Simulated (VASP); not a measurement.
FeGe, 6 atoms in the cell. Symmetry: P6/mmm, No. 191, hexagonal system. Conventional cell: a = 4.998 Å, b = 4.998 Å, c = 4.116 Å, α = 90.00°, β = 90.00°, γ = 120.00°. Within 3.3 Å of Ge (site symmetry -6m2) lie 6 Fe at 2.51 Å and 3 Ge at 2.89 Å. Ge (site symmetry 6/mmm) has 6 Fe at 2.50 Å within 3.3 Å. Within 3.3 Å of Fe (site symmetry mmm) lie 6 Ge at 2.50 to 2.51 Å and 4 Fe at 2.50 Å. 

```yaml
Program: VASP 6.6.1
Task: single point
Functional: PBE
Potentials_or_basis: VASP PAW PBE potentials, release 64 (Ge_d, Fe)
Cutoff: 520 eV
k_mesh: 6 × 6 × 7
Occupations: fermi-dirac, width 0.05 eV
Spin: no spin polarisation
Dipole_correction: no
Further_INCAR_settings: ALGO = Normal; EDIFF = 1e-06; NBANDS = 42
```

Potentials or basis: VASP PAW PBE potentials, release 64 (Ge_d, Fe).

Launch:

```console
$ cat potpaw_PBE.64/Ge_d/POTCAR potpaw_PBE.64/Fe/POTCAR > POTCAR
$ mpirun -np 1 vasp_std > vasp.out
```

Hardware: 1 thread of Intel(R) Xeon(R) 6975P-C (Granite Rapids) (shared host).

Estimate the wall time of this run.

Wall time 50 s on 1 thread of Intel(R) Xeon(R) 6975P-C (Granite Rapids), on a shared host, peak memory 0.25 GiB. Counts: scf iterations 15, k points 28.
